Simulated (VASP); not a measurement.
The system is AlO2.

```
Al O
1.0
     3.85986    0.00000    0.00000
     0.00000    3.85986    0.00000
     0.00000    0.00000    3.85986
Al O
2 4
Cartesian
  0.0000 0.0000 0.0000
  1.9299 1.9299 1.9299
  0.9650 0.9650 0.9650
  0.9650 2.8949 2.8949
  2.8949 2.8949 0.9650
  2.8949 0.9650 2.8949
```

* Program: VASP 6.6.1
* Task: relaxation of cell and atoms
* Functional: PBE
* Potentials or basis: VASP PAW PBE potentials, release 64 (Al, O)
* Cutoff: 600 eV
* k mesh: 4 × 4 × 4
* Occupations: gaussian, width 0.1 eV
* Spin: collinear spin, ferromagnetic start
* Starting moments: [0.0, 0.0, 0.44, 0.44, 0.44, 0.44] μB

At the start: pressure 37.1 GPa; volume 9.58 Å³/atom.

Task: Where does the relaxation end?

Result: Over 3 steps the energy falls by 175.1 meV/atom and the volume is 11.35 Å³/atom (+18.4 %); space group Pn-3m (No. 224, to 0.1 Å) before and after; moment 2.00 μB per cell.

Step by step:
| step | energy change (eV) | largest force (eV/Å) | pressure (GPa) | volume (Å³) |
| --- | --- | --- | --- | --- |
| 1 | 0.0000 | 0.0000 | 37.09 | 57.51 |
| 2 | -0.4673 | 0.0000 | -16.63 | 78.02 |
| 3 | -1.0506 | 0.0000 | -0.29 | 68.10 |

Final structure:
```
CELL_PARAMETERS angstrom
4.08364 0.00000 0.00000
0.00000 4.08364 0.00000
0.00000 0.00000 4.08364
ATOMIC_POSITIONS crystal
Al 0.00000 0.00000 0.00000
Al 0.50000 0.50000 0.50000
O 0.25000 0.25000 0.25000
O 0.25000 0.75000 0.75000
O 0.75000 0.75000 0.25000
O 0.75000 0.25000 0.75000
```

Caveat: the k points lie up to 0.38 Å⁻¹ apart in the final cell, too coarse for converged energies and pressures of a metal; the volume moved by over 15 % at a fixed basis, so the end points are rough.
